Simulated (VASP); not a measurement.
# Hf (P6_3/mmc) in VASP: relaxation of cell and atoms with PBEsol

Aim: the relaxation of cell and atoms of Hf with PBEsol.

Program: VASP 6.6.1. These are calculated values, not measurements. Logs are shortened: lines on timing, memory, paths and dates and some standing lists are left out, and cuts for length are marked.

### Step 1. The cell of the first run

The structure is hexagonal, space group P6_3/mmc (No. 194). The conventional cell has a = 3.159 Å, b = 3.159 Å, c = 5.001 Å, α = 90.00°, β = 90.00°, γ = 120.00°. Hf (site symmetry -6m2) has 12 Hf at 3.09 to 3.16 Å within 4.1 Å.

### Step 2. Relaxation of cell and atoms, PBEsol

Contents of INCAR:

```
SYSTEM = Hf
ALGO = Fast
EDIFF = 1E-6
EDIFFG = -0.015
ENCUT = 600
GGA = PS
IBRION = 2
ISIF = 3
ISMEAR = 0
LASPH = .TRUE.
LCHARG = .FALSE.
LREAL = .FALSE.
LWAVE = .FALSE.
NELM = 100
NSW = 80
PREC = Accurate
SIGMA = 0.1
```

Contents of KPOINTS:

```
k-points
0
G
  14 10 8
  0 0 0
```

Contents of POSCAR:

```
Hf
1.0
   -3.1587228419      0.0000000000      0.0000000000
    0.0000000000      0.0000000000     -5.0005365421
    0.0000000001     -5.4710684491      0.0000000000
Hf
4
Direct
    0.5000000000      0.7500000000      0.1666666667
    0.0000000000      0.7500000000      0.6666666667
    0.0000000000      0.2500000000      0.3333333333
    0.5000000000      0.2500000000      0.8333333333
```

Potentials or basis: VASP PAW PBE potentials, release 64 (Hf_pv).

Command:

```
$ cat potpaw_PBE.64/Hf_pv/POTCAR > POTCAR
$ mpirun -np 1 vasp_std > vasp.out
```

OUTCAR:

```text
SYSTEM = Hf
   EDIFF = 1E-6
   EDIFFG = -0.015
   ENCUT = 600
   GGA = PS
   IBRION = 2
   ISIF = 3
   ISMEAR = 0
   LASPH = .TRUE.
   LREAL = .FALSE.
   NELM = 100
   NSW = 80
   PREC = Accurate

 ion  position               nearest neighbor table
   1  0.500  0.750  0.167-   3 3.09   3 3.09   3 3.09   3 3.09   4 3.09   4 3.09   2 3.16   2 3.16
                             2 3.16   2 3.16
   2  0.000  0.750  0.667-   4 3.09   4 3.09   4 3.09   4 3.09   3 3.09   3 3.09   1 3.16   1 3.16
                             1 3.16   1 3.16
   3  0.000  0.250  0.333-   1 3.09   1 3.09   1 3.09   1 3.09   2 3.09   2 3.09   4 3.16   4 3.16
                             4 3.16   4 3.16
   4  0.500  0.250  0.833-   2 3.09   2 3.09   2 3.09   2 3.09   1 3.09   1 3.09   3 3.16   3 3.16
                             3 3.16   3 3.16

  LATTYP: Found a simple orthorhombic cell.
 ALAT       =     3.1587228419
 B/A-ratio  =     1.5830881000
 C/A-ratio  =     1.7320508075

  Lattice vectors:

 A1 = (  -3.1587228419,   0.0000000000,   0.0000000000)
 A2 = (   0.0000000000,   0.0000000000,  -5.0005365421)
 A3 = (   0.0000000001,  -5.4710684491,   0.0000000000)

Analysis of symmetry for initial positions (statically):
=====================================================================
 Subroutine PRICEL returns following result:

  LATTYP: Found a hexagonal cell.
 ALAT       =     3.1587228418
 C/A-ratio  =     1.5830881000

  Lattice vectors:

 A1 = (  -1.5793614209,  -2.7355342245,   0.0000000000)
 A2 = (  -1.5793614210,   2.7355342245,   0.0000000000)
 A3 = (   0.0000000000,   0.0000000000,  -5.0005365421)

   2 primitive cells build up your supercell.

 Routine SETGRP: Setting up the symmetry group for a
 simple orthorhombic supercell.

 Subroutine GETGRP returns: Found  8 space group operations
 (whereof  4 operations were pure point group operations)
 out of a pool of  8 trial point group operations.

The static configuration has the point symmetry C_2h.
 The point group associated with its full space group is D_2h.

Analysis of symmetry for dynamics (positions and initial velocities):
=====================================================================
 Subroutine PRICEL returns following result:

  LATTYP: Found a hexagonal cell.
 ALAT       =     3.1587228418
 C/A-ratio  =     1.5830881000

  Lattice vectors:

 A1 = (  -1.5793614209,  -2.7355342245,   0.0000000000)
 A2 = (  -1.5793614210,   2.7355342245,   0.0000000000)
 A3 = (   0.0000000000,   0.0000000000,  -5.0005365421)

   2 primitive cells build up your supercell.

 Routine SETGRP: Setting up the symmetry group for a
 simple orthorhombic supercell.

 Subroutine GETGRP returns: Found  8 space group operations
 (whereof  4 operations were pure point group operations)
 out of a pool of  8 trial point group operations.

The dynamic configuration has the point symmetry C_2h.
 The point group associated with its full space group is D_2h.

 Subroutine INISYM returns: Found  8 space group operations
 (whereof  4 operations are pure point group operations),
 and found     2 'primitive' translations

----------------------------------------------------------------------------------------

                                     Primitive cell

  volume of cell :      43.2086

  direct lattice vectors                    reciprocal lattice vectors
    -1.579361421 -2.735534225  0.000000000    -0.316583648 -0.182779654  0.000000000
    -1.579361421  2.735534225  0.000000000    -0.316583648  0.182779654  0.000000000
     0.000000000  0.000000000 -5.000536542     0.000000000  0.000000000 -0.199978541

  length of vectors
     3.158722842  3.158722842  5.000536542     0.365559309  0.365559309  0.199978541

  position of ions in fractional coordinates (direct lattice)
     0.666666667  0.333333333  0.750000000
     0.333333333  0.666666667  0.250000000

  ion indices of the primitive-cell ions
   primitive index   ion index
                 1           1
                 2           4

----------------------------------------------------------------------------------------

 KPOINTS: k-points

Automatic generation of k-mesh.
 Grid dimensions read from file:
 generate k-points for:   14   10    8

 Generating k-lattice:

  Cartesian coordinates                     Fractional coordinates (reciprocal lattice)
    -0.022613118 -0.000000000  0.000000000     0.071428571  0.000000000  0.000000000
     0.000000000  0.000000000 -0.019997854     0.000000000  0.100000000  0.000000000
     0.000000000 -0.022847457  0.000000000     0.000000000  0.000000000  0.125000000

  Length of vectors
     0.022613118  0.019997854  0.022847457

  Shift w.r.t. Gamma in fractional coordinates (k-lattice)
     0.000000000  0.000000000  0.000000000

 Subroutine IBZKPT returns following result:
 ===========================================

 Found    240 irreducible k-points:

 Following reciprocal coordinates:
            Coordinates               Weight
  0.000000  0.000000  0.000000      1.000000
  0.071429  0.000000  0.000000      2.000000
  0.142857  0.000000  0.000000      2.000000
  0.214286  0.000000  0.000000      2.000000
  0.285714  0.000000  0.000000      2.000000
  0.357143  0.000000  0.000000      2.000000
[... 16 lines left out ...]
  0.428571  0.200000  0.000000      4.000000
  0.500000  0.200000  0.000000      2.000000
 [... further k-points ...]
   k-points           NKPTS =    240   k-points in BZ     NKDIM =    240   number of bands    NBANDS=     24
   number of dos      NEDOS =    301   number of ions     NIONS =      4
   total plane-waves  NPLWV =  53760
   dimension x,y,z NGX =    28 NGY =   40 NGZ =   48
   dimension x,y,z NGXF=    56 NGYF=   80 NGZF=   96
   ions per type =               4
   NGX,Y,Z   is equivalent  to a cutoff of  14.74, 13.30, 14.59 a.u.
   NGXF,Y,Z  is equivalent  to a cutoff of  29.47, 26.60, 29.17 a.u.
 SYSTEM =  Hf
   PREC   = accura    normal or accurate (medium, high low for compatibility)
   ISTART =      0    job   : 0-new  1-cont  2-samecut
   ICHARG =      2    charge: 1-file 2-atom 10-const
   ISPIN  =      1    spin polarized calculation?
   LNONCOLLINEAR =      F non collinear calculations
   LSORBIT =      F    spin-orbit coupling
   LASPH  =      T    aspherical Exc in radial PAW
   ENCUT  =  600.0 eV  44.10 Ry    6.64 a.u.   6.31  9.99 10.93*2*pi/ulx,y,z
   NELM   =    100;   NELMIN=  2; NELMDL= -5     # of ELM steps
   EDIFF  = 0.1E-05   stopping-criterion for ELM
   LREAL  =      F    real-space projection
   EDIFFG = -.1E-01   stopping-criterion for IOM
   NSW    =     80    number of steps for IOM
   IBRION =      2    ionic relax: 0-MD 1-quasi-New 2-CG
   NFREE  =      1    steps in history (QN), initial steepest desc. (CG)
   ISIF   =      3    stress and relaxation
   ISYM   =      2    0-nonsym 1-usesym 2-fastsym
   POTIM  = 0.5000    time-step for ionic-motion
   TEBEG  =    0.0;   TEEND  =   0.0 temperature during run
   PSTRESS=    0.0 pullay stress
   NELECT =      40.0000    total number of electrons
   NUPDOWN=      -1.0000    fix difference up-down
   EMIN   =  10.00;   EMAX   =-10.00  energy-range for DOS
   EFERMI =   0.00;   METHOD = LEGACY
   ISMEAR =     0;   SIGMA  =   0.10  broadening in eV -4-tet -1-fermi 0-gaus
   EFERMI_NEDOS =   21; number of points for ismear=-14 and -15
   IALGO  =     68    algorithm
   IMIX   =      4    mixing-type and parameters
     AMIX     =   0.40;   BMIX     =  1.00
     AMIX_MAG =   1.60;   BMIX_MAG =  1.00
  volume/ion in A,a.u.               =      21.60       145.79
  Fermi-wavevector in a.u.,A,eV,Ry     =   1.266372  2.393097 21.819647  1.603699
  Thomas-Fermi vector in A             =   2.399576
   LORBIT       =      0    0 simple, 1 ext, 2 COOP (PROOUT), +10 PAW based schemes
   GGA     = PS    functional components
   LHFCALC =     F    Hartree Fock is set to
   AEXX    =    0.0000 exact exchange contribution
   IVDW    =     0    specifies the selected vdW correction
   LEPSILON=     F    determine dielectric tensor
   LRPA    =     F    only Hartree local field effects (RPA)
 conjugate gradient relaxation of ions
 non-spin polarized calculation
 RMM-DIIS sequential band-by-band and
 Gauss-broadening in eV      SIGMA  =   0.10
  energy-cutoff  :      600.00
  volume of cell :       86.42
 maximum number of plane-waves:      2920
 NGX is ok and might be reduce to    28
   NGX = 13   NGY = 19   NGZ = 21

--------------------------------------- Ionic step        1  -------------------------------------------

 number of electron      39.9999993 magnetization

 Free energy of the ion-electron system (eV)
  ---------------------------------------------------
  ext. energy  EPLUGINS =         0.00000000
  ---------------------------------------------------
  free energy    TOTEN  =       -42.02212893 eV

  energy without entropy =      -42.00919961  energy(sigma->0) =      -42.01566427

------------------------ aborting loop because EDIFF is reached ----------------------------------------

  FORCE on cell =-STRESS in cart. coord.  units (eV):
  Direction    XX          YY          ZZ          XY          YZ          ZX
  --------------------------------------------------------------------------------------
  -------------------------------------------------------------------------------------
  Total       -0.1500789     -0.1624022     -0.2716620      0.0000000      0.0000000      0.0000000
  in kB       -2.7824667     -3.0109411     -5.0366203      0.0000000      0.0000000      0.0000000
  external PRESSURE =      -3.6100094 kB  Pullay stress =       0.0000000 kB

 VOLUME and BASIS-vectors are now :
 -----------------------------------------------------------------------------
  energy-cutoff  :      600.00
  volume of cell :       86.42
      direct lattice vectors                 reciprocal lattice vectors
    -3.158722842  0.000000000  0.000000000    -0.316583648 -0.000000000  0.000000000
     0.000000000  0.000000000 -5.000536542     0.000000000  0.000000000 -0.199978541
     0.000000000 -5.471068449  0.000000000     0.000000000 -0.182779654  0.000000000
[... 39 lines left out ...]
 POSITION                                       TOTAL-FORCE (eV/Angst)
 -----------------------------------------------------------------------------------
     -1.57650     -0.91003     -3.73811        -0.000000      0.000079      0.000000
     -3.15301     -3.64021     -3.73811        -0.000000      0.000079      0.000000
      0.00000     -1.82015     -1.24604         0.000000     -0.000079     -0.000000
     -1.57650     -4.55032     -1.24604         0.000000     -0.000079     -0.000000
 -----------------------------------------------------------------------------------
    total drift:                               -0.000000     -0.000000     -0.000000

  FREE ENERGIE OF THE ION-ELECTRON SYSTEM (eV)
  ---------------------------------------------------
  free  energy   TOTEN  =       -42.0220545883 eV

  energy  without entropy=      -42.0092072748  energy(sigma->0) =      -42.01563093

--------------------------------------- Ionic step        3  -------------------------------------------

 number of electron      39.9999993 magnetization

 Free energy of the ion-electron system (eV)
  ---------------------------------------------------
  ext. energy  EPLUGINS =         0.00000000
  ---------------------------------------------------
  free energy    TOTEN  =       -42.02249540 eV

  energy without entropy =      -42.00961055  energy(sigma->0) =      -42.01605297

 E-fermi :   5.0351     XC(G=0): -11.5677

 val. band max:        5.0282796568   @ k =   0.3571   0.3000   0.2500
 cond. band min:       5.0371306243   @ k =   0.5000   0.3000   0.0000
 fundamental gap:      0.0088509675
 Fermi energy:         5.0351470464

 k-point     1 :       0.0000    0.0000    0.0000
  band No.  band energies     occupation
      1     -25.9814      2.00000
      2     -25.7856      2.00000
      3     -25.6168      2.00000
      4     -25.5618      2.00000
      5     -25.3321      2.00000
      6     -25.2410      2.00000
[... 16 lines left out ...]
     23       6.2020      0.00000
     24       6.4947      0.00000
[... 598 lines left out ...]
      2     -25.7127      2.00000
      3     -25.6694      2.00000
      4     -25.6694      2.00000
      5     -25.4384      2.00000
      6     -25.4384      2.00000
[... 16 lines left out ...]
     23       5.4549      0.00000
     24       5.4549      0.00000

 [... further k-points ...]
[... 5 lines left out ...]
  --------------------------------------------------------------------------------------
  -------------------------------------------------------------------------------------
  Total        0.0289994      0.0236151     -0.0361415     -0.0000000      0.0000000      0.0000000
  in kB        0.5395131      0.4393426     -0.6723863     -0.0000000      0.0000000      0.0000000
  external PRESSURE =       0.1021565 kB  Pullay stress =       0.0000000 kB

 VOLUME and BASIS-vectors are now :
 -----------------------------------------------------------------------------
  energy-cutoff  :      600.00
  volume of cell :       86.12
      direct lattice vectors                 reciprocal lattice vectors
    -3.155916635 -0.000000000  0.000000000    -0.316865151 -0.000000000  0.000000000
     0.000000000  0.000000000 -4.992495098    -0.000000000  0.000000000 -0.200300647
     0.000000000 -5.465808850 -0.000000000     0.000000000 -0.182955538  0.000000000

 POSITION                                       TOTAL-FORCE (eV/Angst)
 -----------------------------------------------------------------------------------
     -1.57796     -0.91095     -3.74437        -0.000000      0.000385      0.000000
      0.00000     -3.64386     -3.74437        -0.000000      0.000385      0.000000
      0.00000     -1.82195     -1.24812         0.000000     -0.000385     -0.000000
     -1.57796     -4.55485     -1.24812         0.000000     -0.000385     -0.000000
 -----------------------------------------------------------------------------------
    total drift:                               -0.000000     -0.000000     -0.000000

  FREE ENERGIE OF THE ION-ELECTRON SYSTEM (eV)
  ---------------------------------------------------
  free  energy   TOTEN  =       -42.0224953955 eV

  energy  without entropy=      -42.0096105503  energy(sigma->0) =      -42.01605297

 reached required accuracy - stopping structural energy minimisation
```

Run time: 23 min. Hardware: 1 thread of Oxide Virtual Turin-like, shared host; peak memory 0.55 GiB.

What came out:

```
Free energy                           : -42.0225 eV
Relaxed volume                        : 21.53 Å³/atom
Relaxed cell                          : a = 3.156 Å, b = 4.992 Å, c = 5.466 Å, α = 90.00°, β = 90.00°, γ = 90.00°
Space group after relaxing (to 0.1 Å) : P6_3/mmc (No. 194)
Energy gained by relaxing             : 0.1 meV/atom
Ionic steps                           : 3
Pressure after relaxing               : 0.0 GPa
```

Step by step:
```
step  energy change (eV)  largest force (eV/Å)  pressure (GPa)  volume (Å³)
   1              0.0000                0.0006           -0.36        86.42
   2              0.0001                0.0001            0.48        85.81
   3             -0.0004                0.0004            0.01        86.12
```

Final structure:
```
CELL_PARAMETERS angstrom
-3.15592 0.00000 0.00000
0.00000 0.00000 -4.99250
0.00000 -5.46581 0.00000
ATOMIC_POSITIONS crystal
Hf 0.50000 0.75000 0.16666
Hf 0.00000 0.75000 0.66666
Hf 0.00000 0.25000 0.33334
Hf 0.50000 0.25000 0.83334
```

Caveat: the highest band is partly filled, so the run has too few bands; the PAW data sets were made with another functional, which shifts forces and pressure a little; spin-orbit coupling is left out, which moves the levels of the heavy elements.
